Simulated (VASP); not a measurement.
## NaLi3S2: single point with PBE+D3(BJ)

System: NaLi3S2.

```
Li S Na
1.0
     7.42985    0.07712    0.08327
     0.07712    7.65079    0.04525
     0.08327    0.04525    7.35553
Li S Na
12 8 4
Cartesian
  7.9694 5.3725 2.7664
  1.7939 7.0632 4.2855
  2.5212 0.4706 -0.8932
  4.0205 5.4967 3.1777
  8.1247 2.8437 6.1939
  2.3154 2.3452 4.3926
  3.1298 4.7090 5.0363
  2.3067 3.6398 1.2380
  3.7922 0.5155 2.6720
  6.6644 3.1325 3.6561
  4.9888 1.6087 4.9892
  0.6607 8.0955 1.8738
  0.7825 4.6366 4.6807
  2.5759 6.3147 1.4252
  4.0323 7.2938 4.9690
  7.5959 1.2529 4.7219
  0.1794 2.9369 1.1457
  3.6880 2.8248 6.5723
  6.1258 6.6193 1.2894
  4.2626 3.1252 3.0271
  6.5488 6.8723 5.8502
  0.7234 5.3941 7.3720
  5.2719 4.3833 0.9130
  5.3274 1.2270 0.7801
```

```
Program                : VASP 6.6.1
Task                   : single point
Functional             : PBE
Dispersion             : D3(BJ)
Potentials or basis    : VASP PAW PBE potentials, release 64 (Li_sv, S, Na_pv)
Cutoff                 : 650 eV
k mesh                 : 1 × 1 × 1, shifted
Occupations            : fermi-dirac, width 0.062 eV
Spin                   : no spin polarisation
Dipole correction      : no
Mended                 : yes
Further INCAR settings : LREAL = Auto; ALGO = Normal; EDIFF = 1e-06; NBANDS = 74; ISYM = -1
```

- Pressure: -0.6 GPa
- Largest force: 1.768 eV/Å
- Dispersion energy per atom: -0.253 eV

Forces in eV/Å, atoms in the order of the input:
```
Li  -0.298  0.286 -1.277
Li  -0.163 -0.329 -0.201
Li   0.070  0.322  0.857
Li   0.494  0.520 -0.859
Li  -0.068  0.328  0.862
Li   0.232  0.299 -0.246
Li   0.141 -0.438  0.942
Li   0.995 -0.282  0.058
Li   0.014 -0.275  0.069
Li   0.167  0.101 -0.498
Li   0.098  0.713 -0.115
Li  -0.271  0.087 -0.084
S    0.207  0.467  1.015
S   -0.375  0.817  0.756
S   -0.602 -1.388 -0.914
S    0.572 -0.561 -0.339
S   -0.070 -0.530  0.179
S   -0.607 -0.068  0.101
S    0.816  0.553  1.001
S   -0.527 -0.531  0.408
Na  -0.508 -0.456 -0.150
Na   0.320 -0.220 -0.472
Na  -0.581 -0.811 -0.622
Na  -0.055  1.396 -0.470
```

Stress tensor (GPa, compression positive):
```
-0.99  0.48 -0.73
 0.48 -1.25 -1.37
-0.73 -1.37  0.42
```

Levels at points of the mesh, in eV from the Fermi level:
```csv
k point,band 53,band 54,band 55,band 56,band 57,band 58,band 59,band 60
"(0.25, 0.25, 0.25)",-2.14,-1.97,-1.70,-1.56,1.87,2.07,2.61,2.65
```

It took 3 min on 1 thread of AMD EPYC 7571 (shared host), peak memory 0.5 GiB.

Caveat: the atoms stand as in a frame of molecular dynamics.
